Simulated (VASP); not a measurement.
# Ru: single point with PBE

The system is Ru.

```
Ru
1.0
     2.70580    0.00000    0.00000
    -1.35290    2.34329    0.00000
     0.00000    0.00000    4.28190
Ru
2
Direct
  0.21503 0.76269 0.25000
  0.66667 0.33333 0.75000
```

This cell differs from its parent crystal: atom 1 (Ru) moved by (-0.450, +0.225) A along x and y.

```
Program             : VASP 6.6.1
Task                : single point
Functional          : PBE
Potentials or basis : VASP PAW PBE potentials, release 64 (Ru_pv)
Cutoff              : 520 eV
k mesh              : 24 × 24 × 12
Occupations         : gaussian, width 0.15 eV
Spin                : no spin polarisation
```

```
Pressure               : 13.8 GPa
Largest force          : 2.604 eV/Å
Band gap on the k mesh : zero (band 14 reaches 14.50 eV, above the bottom of band 15 at 11.48 eV)
```

Forces on the atoms (eV/Å):
```
Ru   2.308 -1.205  0.000
Ru  -2.308  1.205  0.000
```

Stress tensor (GPa, compression positive):
```
 2.62  7.86  0.00
 7.86 10.75  0.00
 0.00  0.00 28.07
```

Levels at points of the mesh, in eV from the Fermi level:
```tsv
k point	band 10	band 11	band 12	band 13	band 14	band 15	band 16	band 17	band 18	band 19
(0.00, 0.00, 0.00)	-2.96	-2.63	-1.97	-1.55	-1.43	-0.60	0.31	1.17	2.51	10.40
(0.50, 0.00, 0.00)	-3.48	-2.57	-2.29	-2.17	0.36	1.35	1.78	4.72	5.18	10.45
(0.00, 0.50, 0.00)	-3.30	-2.44	-2.41	-2.06	0.22	1.38	1.74	4.56	5.35	10.46
(0.50, 0.50, 0.00)	-3.63	-1.34	-0.59	-0.10	1.30	1.86	2.32	2.53	7.27	8.97
(0.00, 0.00, 0.50)	-2.87	-2.61	-2.61	-2.43	-2.43	-0.26	-0.26	0.17	0.17	10.45
(0.50, 0.00, 0.50)	-5.11	-0.50	-0.50	1.44	1.44	1.67	1.67	2.52	2.52	10.45
(0.00, 0.50, 0.50)	-5.14	-0.48	-0.48	1.36	1.36	1.63	1.63	2.68	2.68	10.45
(0.50, 0.50, 0.50)	-4.67	-1.35	-1.35	-1.10	-1.10	1.61	1.61	5.05	5.05	8.71
```

Wall time 16 min on 1 thread of Intel(R) Xeon(R) Platinum 8375C CPU @ 2.90GHz (Ice Lake) (shared host), peak memory 0.9 GiB.

Caveat: the cell differs from its parent crystal (atom 1 (Ru) moved by (-0.450, +0.225) A along x and y); forces of over 1 eV/Å act on the atoms, so gaps and moduli don't describe the material at rest.
